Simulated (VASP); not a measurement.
A run of VASP 6.6.1:

The input POSCAR:

```
CaO
1.0
    0.0000000000      2.3975473904      2.3975473904
    2.3975473904      0.0000000000      2.3975473904
    2.3975473904      2.3975473904      0.0000000000
Ca O
1 1
Direct
    0.0000000000      0.0000000000      0.0000000000
    0.5000000000      0.5000000000      0.5000000000
```

The input INCAR.step1:

```
SYSTEM = CaO
  PREC = Accurate
  ENCUT = 500
  EDIFF = 1E-8
  ISMEAR = 0
  SIGMA = 0.01
  LREAL = .FALSE.
  LASPH = .TRUE.
  NELM = 60
  ALGO = Normal
  LWAVE = .TRUE.
  LCHARG = .FALSE.
  GGA = PE
```

File INCAR.step2:

```
SYSTEM = CaO
  PREC = Accurate
  ENCUT = 500
  EDIFF = 1E-8
  ISMEAR = 0
  SIGMA = 0.01
  LREAL = .FALSE.
  LASPH = .TRUE.
  NELM = 1
  ALGO = Exact
  LWAVE = .TRUE.
  LCHARG = .FALSE.
  GGA = PE
  NBANDS = 90
  LOPTICS = .TRUE.
  ISTART = 1
```

File INCAR.step3:

```
SYSTEM = CaO
  PREC = Accurate
  ENCUT = 500
  EDIFF = 1E-8
  ISMEAR = 0
  SIGMA = 0.01
  LREAL = .FALSE.
  LASPH = .TRUE.
  ALGO = EVGW0
  LWAVE = .FALSE.
  LCHARG = .FALSE.
  GGA = PE
  NELMGW = 1
  NBANDS = 90
  ENCUTGW = 120.0
  NOMEGA = 96
  PRECFOCK = Fast
  ISTART = 1
  NBANDSGW = 16
  OMEGAMAX = 20
```

File KPOINTS:

```
regular mesh
0
G
  6 6 6
  0 0 0
```

Potentials or basis: VASP PAW PBE potentials, release 64 (Ca_sv_GW, O_GW).

Run with:

```console
$ cat potpaw_PBE.64/Ca_sv_GW/POTCAR potpaw_PBE.64/O_GW/POTCAR > POTCAR
$ cp INCAR.step1 INCAR
$ mpirun -np 1 vasp_std > vasp.out
$ cp INCAR.step2 INCAR
$ mpirun -np 1 vasp_std > vasp.out
$ cp INCAR.step3 INCAR
$ mpirun -np 1 vasp_std > vasp.out
```

Hardware: 1 thread of Intel Xeon 8259CL, with other jobs on the host.

Task: How long does it take, and how much memory?

Result: It took 7.6 min on 1 thread of Intel Xeon 8259CL (shared host), peak memory 0.45 GiB. Counts: k points 16.
